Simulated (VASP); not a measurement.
Write the native input for VASP 6.6.1 that does the following.

```
Task                   : single point
Functional             : PBE
Potentials or basis    : VASP PAW PBE potentials, release 64 (Sr_sv, Cl)
Cutoff                 : 520 eV
k mesh                 : 6 × 6 × 6
Occupations            : gaussian, width 0.01 eV
Spin                   : no spin polarisation
Dipole correction      : no
Further INCAR settings : ALGO = Normal; EDIFF = 1e-07; NBANDS = 19
```

The structure of SrCl2 lies in POSCAR:

```
SrCl2
1.0
    0.0000000000      3.4836637928      3.4836637928
    3.4836637928      0.0000000000      3.4836637928
    3.4836637928      3.4836637928      0.0000000000
Sr Cl
1 2
Direct
    0.0000000000      0.0000000000      0.0000000000
    0.2500000000      0.2500000000      0.2500000000
    0.7500000000      0.7500000000      0.7500000000
```

One way to write it, as run:

INCAR

```
  PREC = Accurate
  ENCUT = 520
  EDIFF = 1E-7
  ISMEAR = 0
  SIGMA = 0.01
  LREAL = False
  LASPH = True
  NELM = 80
  ALGO = Normal
  ISIF = 2
  LWAVE = False
  LCHARG = True
  GGA = PE
  LELF = True
  LVHAR = True
  NBANDS = 19
```

KPOINTS

```
regular mesh
0
Gamma
  6 6 6
```

Potentials or basis: VASP PAW PBE potentials, release 64 (Sr_sv, Cl).

Run with:

```console
$ cat potpaw_PBE.64/Sr_sv/POTCAR potpaw_PBE.64/Cl/POTCAR > POTCAR
$ mpirun -np 1 vasp_std > vasp.out
```

Results of the run:

| Property | Result |
| --- | --- |
| Pressure | 1.2 GPa |
| Band gap on the k mesh | 5.35 eV (least direct gap 5.50 eV) |

Wall time 44 s on 1 thread of Intel Xeon 8259CL (shared host), peak memory 0.24 GiB.
